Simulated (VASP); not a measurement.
# Ru (Im-3m) in VASP: notebook, part 2 of 2

VASP 6.6.1. Earlier steps stand in the parts before.

### Step 4. Single point, PBE, collinear spin, ferromagnetic start (volume scaled by 1.08)

File INCAR:

```
SYSTEM = Ru
ALGO = Normal ; EDIFF = 1E-6
ENCUT = 520 ; GGA = PE
ISIF = 2 ; ISMEAR = -1
ISPIN = 2 ; LASPH = .True.
LCHARG = .False. ; LMAXMIX = 4
LORBIT = 11 ; LREAL = .False.
LWAVE = .False. ; MAGMOM = 1
NBANDS = 17 ; NELM = 150
PREC = Accurate ; SIGMA = 0.05
```

File KPOINTS:

```
k-points
0
Gamma
  16 16 16
  0 0 0
```

File POSCAR:

```
Ru
1.0
   -1.5662356129      1.5662356129      1.5662356129
    1.5662356129     -1.5662356129      1.5662356129
    1.5662356129      1.5662356129     -1.5662356129
Ru
1
Direct
    0.0000000000      0.0000000000      0.0000000000
```

Potentials or basis: VASP PAW PBE potentials, release 64 (Ru_pv).

The run is started by

```sh
cat potpaw_PBE.64/Ru_pv/POTCAR > POTCAR
mpirun -np 1 vasp_std > vasp.out
```

OUTCAR:

```text
SYSTEM = Ru
   EDIFF = 1E-6
   ENCUT = 520
   GGA = PE
   ISIF = 2
   ISMEAR = -1
   ISPIN = 2
   LASPH = .True.
   LORBIT = 11
   LREAL = .False.
   NELM = 150
   PREC = Accurate

 ion  position               nearest neighbor table
   1  0.000  0.000  0.000-

  LATTYP: Found a body centered cubic cell.
 ALAT       =     3.1324712258

  Lattice vectors:

 A1 = (  -1.5662356129,   1.5662356129,   1.5662356129)
 A2 = (   1.5662356129,  -1.5662356129,   1.5662356129)
 A3 = (   1.5662356129,   1.5662356129,  -1.5662356129)

Analysis of symmetry for initial positions (statically):
=====================================================================
 Subroutine PRICEL returns:
 Original cell was already a primitive cell.

 Routine SETGRP: Setting up the symmetry group for a
 body centered cubic supercell.

 Subroutine GETGRP returns: Found 48 space group operations
[... 9 lines left out ...]

 Routine SETGRP: Setting up the symmetry group for a
 body centered cubic supercell.

 Subroutine GETGRP returns: Found 48 space group operations
 (whereof 48 operations were pure point group operations)
 out of a pool of 48 trial point group operations.

The dynamic configuration has the point symmetry O_h .

Analysis of structural, dynamic, and magnetic symmetry:
=====================================================================
 Subroutine PRICEL returns:
 Original cell was already a primitive cell.

 Routine SETGRP: Setting up the symmetry group for a
 body centered cubic supercell.

 Subroutine GETGRP returns: Found 48 space group operations
 (whereof 48 operations were pure point group operations)
 out of a pool of 48 trial point group operations.

The overall configuration has the point symmetry O_h .

 Subroutine INISYM returns: Found 48 space group operations
[... 5 lines left out ...]
                                     Primitive cell

  volume of cell :      15.3685
[... 115 lines left out ...]
   IVDW    =     0    specifies the selected vdW correction
   LEPSILON=     F    determine dielectric tensor
   LRPA    =     F    only Hartree local field effects (RPA)
 spin polarized calculation
  energy-cutoff  :      520.00
  volume of cell :       15.37
 maximum number of plane-waves:       427
   NGX =  9   NGY =  9   NGZ =  9

 number of electron      13.9999995 magnetization      -0.0110393

 number of electron      13.9999995 magnetization       0.0067825

 Free energy of the ion-electron system (eV)
  ---------------------------------------------------
  ext. energy  EPLUGINS =         0.00000000
  ---------------------------------------------------
  free energy    TOTEN  =        -8.54650981 eV

  energy without entropy =       -8.52673470  energy(sigma->0) =       -8.53662225

 E-fermi :  10.8492     XC(G=0): -13.3526

 val. band max:       10.8481041222   @ k =   0.3125   0.1875   0.0625
 cond. band min:      10.8501333389   @ k =   0.1250   0.0625   0.0000
 fundamental gap:      0.0020292167
 Fermi energy:        10.8491894990

 spin component 1

 k-point     1 :       0.0000    0.0000    0.0000
  band No.  band energies     occupation
      1     -31.6761      1.00000
      2     -31.6761      1.00000
      3     -31.6761      1.00000
      4       3.4584      1.00000
      5       8.4025      1.00000
      6       8.4025      1.00000
[... 459 lines left out ...]
      6       8.2880      1.00000
[... 9 lines left out ...]
     16      39.0049      0.00000
     17      41.2527      0.00000

 [... further k-points ...]

 spin component 2

 k-point     1 :       0.0000    0.0000    0.0000
  band No.  band energies     occupation
      1     -31.6706      1.00000
      2     -31.6706      1.00000
      3     -31.6706      1.00000
      4       3.4593      1.00000
      5       8.4062      1.00000
      6       8.4062      1.00000
[... 459 lines left out ...]
      6       8.2908      1.00000
[... 9 lines left out ...]
     16      39.0063      0.00000
     17      41.2545      0.00000

 [... further k-points ...]

------------------------ aborting loop because EDIFF is reached ----------------------------------------

  FORCE on cell =-STRESS in cart. coord.  units (eV):
  Direction    XX          YY          ZZ          XY          YZ          ZX
  --------------------------------------------------------------------------------------
  -------------------------------------------------------------------------------------
  Total       -1.7139337     -1.7139337     -1.7139337      0.0000000      0.0000000     -0.0000000
  in kB     -178.6789271   -178.6789271   -178.6789271      0.0000000      0.0000000     -0.0000000
  external PRESSURE =    -178.6789271 kB  Pullay stress =       0.0000000 kB

 VOLUME and BASIS-vectors are now :
 -----------------------------------------------------------------------------
  energy-cutoff  :      520.00
  volume of cell :       15.37
      direct lattice vectors                 reciprocal lattice vectors
    -1.566235613  1.566235613  1.566235613     0.000000000  0.319236771  0.319236771
     1.566235613 -1.566235613  1.566235613     0.319236771  0.000000000  0.319236771
     1.566235613  1.566235613 -1.566235613     0.319236771  0.319236771  0.000000000

 POSITION                                       TOTAL-FORCE (eV/Angst)
 -----------------------------------------------------------------------------------
      0.00000      0.00000      0.00000         0.000000      0.000000     -0.000000
 -----------------------------------------------------------------------------------
    total drift:                                0.000000     -0.000000      0.000000

  FREE ENERGIE OF THE ION-ELECTRON SYSTEM (eV)
  ---------------------------------------------------
  free  energy   TOTEN  =        -8.5465098073 eV

  energy  without entropy=       -8.5267346952  energy(sigma->0) =       -8.53662225

 total charge

# of ion       s       p       d       tot
------------------------------------------
    1        0.354   6.232   5.867  12.452

 magnetization (x)

# of ion       s       p       d       tot
------------------------------------------
    1       -0.000  -0.000   0.007   0.007
```

OSZICAR:

```text
N       E                     dE             d eps       ncg     rms          rms(c)
DAV:   1     0.113952236700E+03    0.11395E+03   -0.75298E+03  9972   0.826E+02
DAV:   2    -0.734905269547E+01   -0.12130E+03   -0.11565E+03 11013   0.274E+02
[... 16 lines left out ...]
DAV:  19    -0.854655962230E+01    0.83885E-03   -0.33555E-03  9940   0.407E-01    0.122E-01
DAV:  20    -0.854651703202E+01    0.42590E-04   -0.18494E-03 10402   0.290E-01    0.336E-02
DAV:  21    -0.854650881436E+01    0.82177E-05   -0.25001E-04  9960   0.117E-01    0.188E-02
DAV:  22    -0.854651121367E+01   -0.23993E-05   -0.59593E-06 10663   0.198E-02    0.109E-02
DAV:  23    -0.854650889246E+01    0.23212E-05   -0.16068E-05 10049   0.277E-02    0.354E-03
DAV:  24    -0.854650980726E+01   -0.91480E-06   -0.51519E-06 10682   0.154E-02
   1 F= -.85465098E+01 E0= -.85366223E+01  d E =-.197751E-01  mag=     0.0009
```

stdout:

```text
POSCAR found type information on POSCAR Ru
 POSCAR found :  1 types and       1 ions
 scaLAPACK will be used
 LDA part: xc-table for (Slater+PW92), standard interpolation
 POSCAR, INCAR and KPOINTS ok, starting setup
 FFT: planning ... GRIDC
 FFT: planning ... GRID_SOFT
 FFT: planning ... GRID
 WAVECAR not read
 entering main loop
```

It took 42 s on 1 thread of Intel Xeon 6975P-C (Granite Rapids), shared host; peak memory 0.17 GiB.

Results:

```
Free energy                                           : -8.5465 eV
Pressure                                              : -17.9 GPa
Band gap on the k mesh                                : zero (filled and empty bands overlap)
Net moment                                            : 0.01 μB per cell
Valence electrons inside the program's atomic spheres : Ru 12.45
```

Caveat: the cell differs from its parent crystal (volume scaled by 1.08).

### Step 5. Single point, PBE, collinear spin, ferromagnetic start (volume scaled by 1.12)

File INCAR:

```
SYSTEM = Ru
PREC = Accurate ; ENCUT = 520
EDIFF = 1E-6 ; ISMEAR = -1
SIGMA = 0.05 ; LREAL = .False.
LASPH = .True. ; NELM = 150
ALGO = Normal ; ISIF = 2
LWAVE = .False. ; LCHARG = .False.
ISPIN = 2 ; MAGMOM = 1
LORBIT = 11 ; LMAXMIX = 4
GGA = PE ; NBANDS = 17
```

File KPOINTS:

```
regular mesh
0
Gamma
  16 16 16
  0 0 0
```

File POSCAR:

```
Ru
1.0
   -1.5853379298      1.5853379298      1.5853379298
    1.5853379298     -1.5853379298      1.5853379298
    1.5853379298      1.5853379298     -1.5853379298
Ru
1
Direct
    0.0000000000      0.0000000000      0.0000000000
```

The run is started by

```sh
cat potpaw_PBE.64/Ru_pv/POTCAR > POTCAR
mpirun -np 1 vasp_std > vasp.out
```

Wall time 25 s (1 thread of Intel Xeon 6975P-C (Granite Rapids), shared host); peak memory 0.17 GiB.

The run converged. Its results:

```yaml
Free_energy: -8.4938 eV
Pressure: -19.2 GPa
Net_moment: 1.11 μB per cell
Site_moments: Ru +1.10 μB
Valence_electrons_inside_the_program's_atomic_spheres: Ru 12.41
```

Levels at points of the mesh, in eV from the Fermi level:
Spin up:
| k point | band 5 | band 6 | band 7 | band 8 | band 9 | band 10 | band 11 | band 12 |
| --- | --- | --- | --- | --- | --- | --- | --- | --- |
| (0.00, 0.00, 0.00) | -2.55 | -2.55 | -2.55 | -0.56 | -0.56 | 10.16 | 16.95 | 16.95 |
| (0.50, 0.00, 0.00) | -3.96 | -0.53 | -0.23 | 1.10 | 1.67 | 8.46 | 10.16 | 13.32 |
| (0.50, 0.50, 0.50) | -5.47 | 1.19 | 1.19 | 1.19 | 8.57 | 8.57 | 8.57 | 10.16 |
Spin down:
```csv
k point,band 2,band 3,band 4,band 5,band 6,band 7,band 8,band 9,band 10,band 11
"(0.00, 0.00, 0.00)",-41.96,-41.96,-7.05,-1.97,-1.97,-1.97,0.63,0.63,11.60,17.01
"(0.50, 0.00, 0.00)",-42.17,-41.96,-4.87,-3.44,0.48,0.98,1.23,2.36,9.02,11.60
"(0.50, 0.50, 0.50)",-42.42,-42.42,-4.65,-4.65,1.86,1.86,1.86,8.70,8.70,8.70
```

Caveat: the cell differs from its parent crystal (volume scaled by 1.12).

### Step 6. Single point, PBE

This run uses another cell than the first one, of 14.25 Å³/atom, 1.089 times its volume.

File INCAR:

```
SYSTEM = Ru
PREC = Accurate
ENCUT = 520
EDIFF = 1E-6
ISMEAR = -1
SIGMA = 0.1
LREAL = .FALSE.
LASPH = .TRUE.
NELM = 100
ALGO = Normal
ISIF = 2
LWAVE = .FALSE.
LCHARG = .FALSE.
GGA = PE
NBANDS = 13
```

File KPOINTS:

```
Automatic mesh
0
G
  15 15 15
  0 0 0
```

File POSCAR:

```
Ru
1.0
   -1.5274112636      1.5274112636      1.5274112636
    1.5274112636     -1.5274112636      1.5274112636
    1.5274112636      1.5274112636     -1.5274112636
Ru
1
Direct
    0.0000000000      0.0000000000      0.0000000000
```

Potentials or basis: VASP PAW PBE potentials, release 64 (Ru_pv).

The run is started by

```sh
cat potpaw_PBE.64/Ru_pv/POTCAR > POTCAR
mpirun -np 1 vasp_std > vasp.out
```

Wall time 21 s (1 thread of Intel Xeon 8259CL, shared host); peak memory 0.14 GiB.

It converged, with:

```
Free energy            : -8.6430 eV
Pressure               : -0.1 GPa
Band gap on the k mesh : zero (band 7 reaches 13.72 eV, above the bottom of band 8 at 10.63 eV)
```

Levels at points of the mesh, in eV from the Fermi level:
```tsv
k point	band 5	band 6	band 7	band 8	band 9	band 10
(0.00, 0.00, 0.00)	-2.72	-2.72	-2.72	-0.08	-0.08	10.57
```

### Step 7. Overview

```tsv
spin	cell	k mesh	smearing	gap on the mesh (eV)	pressure (GPa)	moment (μB)
collinear, ferromagnetic start	a = 2.572 Å, angles 109.5°, 1 atom	16 × 16 × 16	fermi-dirac 0.05 eV	none	28.7	0.00
collinear, ferromagnetic start	a = 2.644 Å, angles 109.5°, 1 atom	16 × 16 × 16	fermi-dirac 0.05 eV	none	0.0	0.00
collinear, ferromagnetic start	a = 2.713 Å, angles 109.5°, 1 atom	16 × 16 × 16	fermi-dirac 0.05 eV	none	-17.9	0.01
collinear, ferromagnetic start	a = 2.746 Å, angles 109.5°, 1 atom	16 × 16 × 16	fermi-dirac 0.05 eV	none	-19.2	1.11
off	a = 2.646 Å, angles 109.5°, 1 atom	15 × 15 × 15	fermi-dirac 0.1 eV	none	-0.1	-
```

Alike in all rows: task single point; level PBE; potentials or basis VASP PAW PBE potentials, release 64 (Ru_pv); cutoff (eV) 520.

Absolute energies hang on the potentials; compare differences alone.
